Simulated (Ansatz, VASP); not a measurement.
Pb in VASP and in Ansatz

```xyz
2
Lattice="0.0344 3.4562 3.4562 3.4562 0.0344 3.4562 3.4562 3.4562 0.0344" Properties=species:S:1:pos:R:3 pbc="T T T"
Pb    0.0000    0.0000    0.0000
Pb    1.7367    1.7367    1.7367
```

Change from the starting cell: equal xy, yz and zx shear strains of +1 %, crystal datasets.

Alike in both runs: task electric field gradients; functional PBE; k mesh 8 × 8 × 8; occupations fermi-dirac, width 0.05 eV; no spin polarisation.

|  | VASP | Ansatz |
| --- | --- | --- |
| version | VASP 6.6.1 | Ansatz 0.2.0 |
| potentials or method | VASP PAW PBE potentials, release 64 (Pb_d), cutoff 520 eV | all-electron PAW with datasets made for the crystal, scalar-relativistic |

Ansatz gave:

- pressure (GPa): 2.4
- traceless stress, the component that is largest in VASP (GPa): -0.36
- rms of the force components (eV/Å): 0.073
- size of Vzz on the site where it differs most (V/Å²): 25.9

Task: What did VASP give for the same quantities?

Result: Pressure (GPa): 2.3; traceless stress, the component that is largest in VASP (GPa): -0.36; rms of the force components (eV/Å): 0.073; size of Vzz on the site where it differs most (V/Å²): 26.3.

Atom by atom the forces differ by 0.000 eV/Å (rms over components). Ansatz ran all-electron here, and VASP with PAW potentials.

Spin-orbit coupling is off throughout.
